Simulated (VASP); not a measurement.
A run of VASP 6.6.1 is set up as follows.

Contents of INCAR:

```
ALGO = Normal
EDIFF = 1E-6
ENCUT = 520
GGA = PS
ISIF = 2
ISMEAR = -1
LASPH = True
LCHARG = False
LREAL = False
LWAVE = False
NBANDS = 11
NELM = 100
PREC = Accurate
SIGMA = 0.05
```

Contents of KPOINTS:

```
k-points
0
Gamma
  11 11 11
```

POSCAR

```
Sr
1.0
    0.0000000000      2.7935126345      2.7935126345
    2.7935126345      0.0000000000      2.7935126345
    2.7935126345      2.7935126345      0.0000000000
Sr
1
Direct
    0.0000000000      0.0000000000      0.0000000000
```

Potentials or basis: VASP PAW PBE potentials, release 64 (Sr_sv).

The run is started by

```console
$ cat potpaw_PBE.64/Sr_sv/POTCAR > POTCAR
$ mpirun -np 1 vasp_std > vasp.out
```

**Question.** Estimate the band gap on the k mesh.

**Answer.** 0.21 eV, indirect (least direct gap 0.32 eV).

**Question.** What does it give for the pressure?

**Answer.** 2.9 GPa.

Caveat: the PAW data sets were made with another functional, which shifts forces and pressure a little. A k mesh can miss the band edges.
